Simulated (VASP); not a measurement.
# KTaO3 (R-3m) in VASP: a series of runs

KTaO3 is run at these levels: PBE; tasks: single point.

All numbers are computed with VASP 6.6.1; they aren't measurements. Logs are shortened: lines on timing, memory, paths and dates and some standing lists are left out, and cuts for length are marked.

## (1) The cell of the first run

It takes space group R-3m (No. 166, trigonal). The conventional cell has a = 4.477 Å, b = 4.477 Å, c = 10.966 Å, α = 90.00°, β = 90.00°, γ = 120.00°. Within 3.0 Å of K (site symmetry -3m) lie 6 O at 2.24 Å. Ta (site symmetry -3m) has 6 O at 2.24 Å within 3.0 Å. Within 3.0 Å of O (site symmetry 2/m) lie 2 Ta at 2.24 Å and 2 K at 2.24 Å and 4 O at 2.24 Å.

## (2) Single point, PBE

The input, INCAR:

```
SYSTEM = KTaO3
PREC     = Accurate       ! precision mode
ENCUT    = 520            ! plane-wave cutoff, eV
EDIFF    = 1E-6           ! SCF threshold, eV
ISMEAR   = 0              ! smearing method
SIGMA    = 0.05           ! smearing width, eV
LREAL    = .False.        ! projectors in reciprocal space
LASPH    = .True.         ! aspherical terms in the spheres
NELM     = 80             ! most SCF steps
ALGO     = Normal         ! electronic algorithm
ISIF     = 2              ! what is computed and relaxed
LWAVE    = .False.        ! write WAVECAR
LCHARG   = .False.        ! write CHGCAR
GGA      = PE             ! functional
NBANDS   = 27             ! bands
```

The input, KPOINTS:

```
Automatic mesh
0
Gamma
  8 8 8
  0 0 0
```

The input, POSCAR:

```
KTaO3
1.0
    4.2206877437      1.0551719359      1.0551719359
    1.0551719359      4.2206877437      1.0551719359
    1.0551719359      1.0551719359      4.2206877437
K Ta O
1 1 3
Direct
    0.5000000000      0.5000000000      0.5000000000
    0.0000000000      0.0000000000      0.0000000000
    0.5000000000      0.0000000000      0.0000000000
    0.0000000000      0.5000000000      0.0000000000
    0.0000000000      0.0000000000      0.5000000000
```

Potentials or basis: VASP PAW PBE potentials, release 64 (K_sv, Ta_pv, O).

Command:

```bash
$ cat potpaw_PBE.64/K_sv/POTCAR potpaw_PBE.64/Ta_pv/POTCAR potpaw_PBE.64/O/POTCAR > POTCAR
$ mpirun -np 1 vasp_std > vasp.out
```

OUTCAR:

```text
SYSTEM = KTaO3
   PREC = Accurate
   ENCUT = 520
   EDIFF = 1E-6
   ISMEAR = 0
   LREAL = .False.
   LASPH = .True.
   NELM = 80
   ISIF = 2
   GGA = PE

 ion  position               nearest neighbor table
   1  0.500  0.500  0.500-   3 2.24   4 2.24   3 2.24   5 2.24   4 2.24   5 2.24   2 3.17   2 3.17
                             2 3.17   2 3.17   2 3.17   2 3.17
   2  0.000  0.000  0.000-   3 2.24   4 2.24   5 2.24   5 2.24   4 2.24   3 2.24   1 3.17   1 3.17
                             1 3.17   1 3.17   1 3.17   1 3.17
   3  0.500  0.000  0.000-   2 2.24   2 2.24   1 2.24   1 2.24
   4  0.000  0.500  0.000-   2 2.24   2 2.24   1 2.24   1 2.24
   5  0.000  0.000  0.500-   2 2.24   2 2.24   1 2.24   1 2.24

  LATTYP: Found a face centered cubic cell.
 ALAT       =     6.3310316155

  Lattice vectors:

 A1 = (   4.2206877437,   1.0551719359,   1.0551719359)
 A2 = (   1.0551719359,   4.2206877437,   1.0551719359)
 A3 = (   1.0551719359,   1.0551719359,   4.2206877437)

Analysis of symmetry for initial positions (statically):
=====================================================================
 Subroutine PRICEL returns:
 Original cell was already a primitive cell.

 Routine SETGRP: Setting up the symmetry group for a
 face centered cubic supercell.

 Subroutine GETGRP returns: Found 12 space group operations
 (whereof 12 operations were pure point group operations)
 out of a pool of 48 trial point group operations.

The static configuration has the point symmetry D_3d.

Analysis of symmetry for dynamics (positions and initial velocities):
=====================================================================
 Subroutine PRICEL returns:
 Original cell was already a primitive cell.

 Routine SETGRP: Setting up the symmetry group for a
 face centered cubic supercell.

 Subroutine GETGRP returns: Found 12 space group operations
 (whereof 12 operations were pure point group operations)
 out of a pool of 48 trial point group operations.

The dynamic configuration has the point symmetry D_3d.

 Subroutine INISYM returns: Found 12 space group operations
 (whereof 12 operations are pure point group operations),
 and found     1 'primitive' translations

----------------------------------------------------------------------------------------

                                     Primitive cell

  volume of cell :      63.4400

  direct lattice vectors                    reciprocal lattice vectors
     4.220687744  1.055171936  1.055171936     0.263253569 -0.052650714 -0.052650714
     1.055171936  4.220687744  1.055171936    -0.052650714  0.263253569 -0.052650714
     1.055171936  1.055171936  4.220687744    -0.052650714 -0.052650714  0.263253569

  length of vectors
     4.476715387  4.476715387  4.476715387     0.273581134  0.273581134  0.273581134

  position of ions in fractional coordinates (direct lattice)
     0.500000000  0.500000000  0.500000000
     0.000000000  0.000000000  0.000000000
     0.500000000  1.000000000  0.000000000
     1.000000000  0.500000000  0.000000000
     0.000000000  0.000000000  0.500000000

  ion indices of the primitive-cell ions
   primitive index   ion index
                 1           1
                 2           2
                 3           3
                 4           4
                 5           5

----------------------------------------------------------------------------------------

 KPOINTS: Automatic mesh

Automatic generation of k-mesh.
 Grid dimensions read from file:
 generate k-points for:    8    8    8

 Generating k-lattice:

  Cartesian coordinates                     Fractional coordinates (reciprocal lattice)
     0.032906696 -0.006581339 -0.006581339     0.125000000 -0.000000000  0.000000000
    -0.006581339  0.032906696 -0.006581339    -0.000000000  0.125000000  0.000000000
    -0.006581339 -0.006581339  0.032906696     0.000000000  0.000000000  0.125000000

  Length of vectors
     0.034197642  0.034197642  0.034197642

  Shift w.r.t. Gamma in fractional coordinates (k-lattice)
     0.000000000  0.000000000  0.000000000

 Subroutine IBZKPT returns following result:
 ===========================================

 Found     65 irreducible k-points:

 Following reciprocal coordinates:
            Coordinates               Weight
  0.000000  0.000000  0.000000      1.000000
  0.125000  0.000000  0.000000      6.000000
  0.125000  0.125000  0.125000      2.000000
  0.250000  0.000000  0.000000      6.000000
  0.250000  0.250000  0.250000      2.000000
  0.375000  0.000000  0.000000      6.000000
[... 16 lines left out ...]
 -0.250000  0.125000 -0.000000     12.000000
  0.125000  0.125000  0.375000      6.000000
 [... further k-points ...]
   k-points           NKPTS =     65   k-points in BZ     NKDIM =     65   number of bands    NBANDS=     27
   number of dos      NEDOS =    301   number of ions     NIONS =      5
   total plane-waves  NPLWV =  46656
   dimension x,y,z NGX =    36 NGY =   36 NGZ =   36
   dimension x,y,z NGXF=    72 NGYF=   72 NGZF=   72
   ions per type =               1   1   3
   NGX,Y,Z   is equivalent  to a cutoff of  13.37, 13.37, 13.37 a.u.
   NGXF,Y,Z  is equivalent  to a cutoff of  26.74, 26.74, 26.74 a.u.
 SYSTEM =  KTaO3
   PREC   = accura    normal or accurate (medium, high low for compatibility)
   ISTART =      0    job   : 0-new  1-cont  2-samecut
   ICHARG =      2    charge: 1-file 2-atom 10-const
   ISPIN  =      1    spin polarized calculation?
   LNONCOLLINEAR =      F non collinear calculations
   LSORBIT =      F    spin-orbit coupling
   LASPH  =      T    aspherical Exc in radial PAW
   ENCUT  =  520.0 eV  38.22 Ry    6.18 a.u.   8.32  8.32  8.32*2*pi/ulx,y,z
   NELM   =     80;   NELMIN=  2; NELMDL= -5     # of ELM steps
   EDIFF  = 0.1E-05   stopping-criterion for ELM
   LREAL  =      F    real-space projection
   EDIFFG = 0.1E-04   stopping-criterion for IOM
   NSW    =      0    number of steps for IOM
   IBRION =     -1    ionic relax: 0-MD 1-quasi-New 2-CG
   NFREE  =      0    steps in history (QN), initial steepest desc. (CG)
   ISIF   =      2    stress and relaxation
   ISYM   =      2    0-nonsym 1-usesym 2-fastsym
   POTIM  = 0.5000    time-step for ionic-motion
   TEBEG  =    0.0;   TEEND  =   0.0 temperature during run
   PSTRESS=    0.0 pullay stress
   NELECT =      38.0000    total number of electrons
   NUPDOWN=      -1.0000    fix difference up-down
   EMIN   =  10.00;   EMAX   =-10.00  energy-range for DOS
   EFERMI =   0.00;   METHOD = LEGACY
   ISMEAR =     0;   SIGMA  =   0.05  broadening in eV -4-tet -1-fermi 0-gaus
   EFERMI_NEDOS =   21; number of points for ismear=-14 and -15
   IALGO  =     38    algorithm
   IMIX   =      4    mixing-type and parameters
     AMIX     =   0.40;   BMIX     =  1.00
     AMIX_MAG =   1.60;   BMIX_MAG =  1.00
  volume/ion in A,a.u.               =      12.69        85.62
  Fermi-wavevector in a.u.,A,eV,Ry     =   1.380008  2.607837 25.911228  1.904422
  Thomas-Fermi vector in A             =   2.504925
   LORBIT       =      0    0 simple, 1 ext, 2 COOP (PROOUT), +10 PAW based schemes
   GGA     = PE    functional components
   LHFCALC =     F    Hartree Fock is set to
   AEXX    =    0.0000 exact exchange contribution
   IVDW    =     0    specifies the selected vdW correction
   LEPSILON=     F    determine dielectric tensor
   LRPA    =     F    only Hartree local field effects (RPA)
 non-spin polarized calculation
 Gauss-broadening in eV      SIGMA  =   0.05
  energy-cutoff  :      520.00
  volume of cell :       63.44
 maximum number of plane-waves:      1727
 NGX is ok and might be reduce to    36
   NGX = 17   NGY = 17   NGZ = 17

 number of electron      38.0000014 magnetization

 Free energy of the ion-electron system (eV)
  ---------------------------------------------------
  ext. energy  EPLUGINS =         0.00000000
  ---------------------------------------------------
  free energy    TOTEN  =       -27.99453396 eV

  energy without entropy =      -27.99010347  energy(sigma->0) =      -27.99231872

 E-fermi :   3.7885     XC(G=0): -11.0331

 val. band max:        3.7773632731   @ k =   0.3750   0.1250   0.0000
 cond. band min:       3.7939660338   @ k =   0.5000   0.1250   0.0000
 fundamental gap:      0.0166027607
 Fermi energy:         3.7884662659

 k-point     1 :       0.0000    0.0000    0.0000
  band No.  band energies     occupation
      1     -32.5590      2.00000
      2     -32.5590      2.00000
      3     -32.3940      2.00000
      4     -24.4093      2.00000
      5     -15.8624      2.00000
      6     -13.6313      2.00000
[... 19 lines left out ...]
     26      12.7274      0.00000
     27      12.7274      0.00000

 k-point     2 :       0.1250    0.0000    0.0000
  band No.  band energies     occupation
      1     -32.5610      2.00000
      2     -32.5591      2.00000
      3     -32.3959      2.00000
      4     -24.3943      2.00000
      5     -15.8670      2.00000
      6     -13.7464      2.00000
[... 19 lines left out ...]
     26      12.1566      0.00000
     27      12.2868      0.00000

 k-point     3 :       0.1250    0.1250    0.1250
  band No.  band energies     occupation
      1     -32.5600      2.00000
      2     -32.5600      2.00000
      3     -32.4006      2.00000
      4     -24.4023      2.00000
      5     -15.7903      2.00000
      6     -13.5918      2.00000
[... 19 lines left out ...]
     26      12.6231      0.00000
     27      12.6231      0.00000

 k-point     4 :       0.2500    0.0000    0.0000
  band No.  band energies     occupation
      1     -32.5661      2.00000
      2     -32.5594      2.00000
      3     -32.4001      2.00000
      4     -24.3578      2.00000
      5     -15.8899      2.00000
      6     -13.9699      2.00000
[... 19 lines left out ...]
     26      11.0653      0.00000
     27      11.1669      0.00000

 k-point     5 :       0.2500    0.2500    0.2500
  band No.  band energies     occupation
      1     -32.5625      2.00000
      2     -32.5625      2.00000
      3     -32.4163      2.00000
      4     -24.3854      2.00000
      5     -15.6070      2.00000
      6     -13.4933      2.00000
[... 19 lines left out ...]
     26      12.0360      0.00000
     27      12.0360      0.00000

 k-point     6 :       0.3750    0.0000    0.0000
  band No.  band energies     occupation
      1     -32.5713      2.00000
      2     -32.5596      2.00000
      3     -32.4042      2.00000
      4     -24.3208      2.00000
      5     -15.9331      2.00000
      6     -14.1306      2.00000
[... 444 lines left out ...]
      1     -32.5722      2.00000
      2     -32.5607      2.00000
      3     -32.4105      2.00000
      4     -24.3170      2.00000
      5     -15.8436      2.00000
      6     -14.1089      2.00000
[... 19 lines left out ...]
     26       9.9055      0.00000
     27      11.5301      0.00000

 k-point    22 :      -0.3750    0.5000   -0.3750
  band No.  band energies     occupation
      1     -32.5670      2.00000
      2     -32.5652      2.00000
      3     -32.4335      2.00000
      4     -24.3569      2.00000
      5     -15.3928      2.00000
      6     -13.5332      2.00000
[... 19 lines left out ...]
     26      10.6255      0.00000
     27      11.6396      0.00000

 k-point    23 :      -0.2500    0.1250   -0.0000
  band No.  band energies     occupation
      1     -32.5677      2.00000
      2     -32.5608      2.00000
      3     -32.4017      2.00000
      4     -24.3352      2.00000
      5     -15.8898      2.00000
      6     -14.3174      2.00000
[... 19 lines left out ...]
     26      10.5828      0.00000
     27      10.9202      0.00000

 k-point    24 :       0.1250    0.1250    0.3750
  band No.  band energies     occupation
      1     -32.5684      2.00000
      2     -32.5602      2.00000
      3     -32.4094      2.00000
      4     -24.3493      2.00000
      5     -15.7799      2.00000
      6     -13.8942      2.00000
[... 19 lines left out ...]
     26      10.5757      0.00000
     27      11.6414      0.00000

 [... further k-points ...]
[... 5 lines left out ...]
  --------------------------------------------------------------------------------------
  -------------------------------------------------------------------------------------
  Total        5.8067329      5.8067329      5.8067329    -15.0617851    -15.0617851    -15.0617851
  in kB      146.6489569    146.6489569    146.6489569   -380.3851666   -380.3851666   -380.3851666
  external PRESSURE =     146.6489569 kB  Pullay stress =       0.0000000 kB

 VOLUME and BASIS-vectors are now :
 -----------------------------------------------------------------------------
  energy-cutoff  :      520.00
  volume of cell :       63.44
      direct lattice vectors                 reciprocal lattice vectors
     4.220687744  1.055171936  1.055171936     0.263253569 -0.052650714 -0.052650714
     1.055171936  4.220687744  1.055171936    -0.052650714  0.263253569 -0.052650714
     1.055171936  1.055171936  4.220687744    -0.052650714 -0.052650714  0.263253569

 POSITION                                       TOTAL-FORCE (eV/Angst)
 -----------------------------------------------------------------------------------
      3.16552      3.16552      3.16552        -0.000000      0.000000      0.000000
      0.00000      0.00000      0.00000        -0.000000     -0.000000     -0.000000
      2.11034      0.52759      0.52759         0.000000     -0.000000     -0.000000
      0.52759      2.11034      0.52759         0.000000      0.000000      0.000000
      0.52759      0.52759      2.11034        -0.000000     -0.000000      0.000000
 -----------------------------------------------------------------------------------
    total drift:                                0.000000      0.000000     -0.000000

  FREE ENERGIE OF THE ION-ELECTRON SYSTEM (eV)
  ---------------------------------------------------
  free  energy   TOTEN  =       -27.9945339637 eV

  energy  without entropy=      -27.9901034711  energy(sigma->0) =      -27.99231872
```

Run time: 77 s. Hardware: 1 thread of Intel Xeon 6975P-C (Granite Rapids), shared host; peak memory 0.26 GiB.

Results:

```
Free energy            : -27.9945 eV
Pressure               : 14.7 GPa
Band gap on the k mesh : zero (band 19 reaches 4.26 eV, above the bottom of band 20 at 3.15 eV)
```

Stress tensor (GPa, compression positive):
```
 14.66 -38.04 -38.04
-38.04  14.66 -38.04
-38.04 -38.04  14.66
```

Levels at points of the mesh, in eV from the Fermi level:
```
           k point  band 17  band 18  band 19  band 20  band 21  band 22
(0.00, 0.00, 0.00)    -2.09    -0.83    -0.83    -0.64     0.56     0.56
(0.50, 0.00, 0.00)    -3.01    -2.00    -0.64     0.11     0.98     1.07
(0.50, 0.50, 0.50)    -0.60     0.48     0.48     0.74     1.12     1.12
(0.50, 0.50, 0.00)    -2.64    -1.53     0.07     0.53     0.66     1.02
```

Caveat: spin-orbit coupling is left out, which moves the levels of the heavy elements.

(Continued in part 2 of 2.)
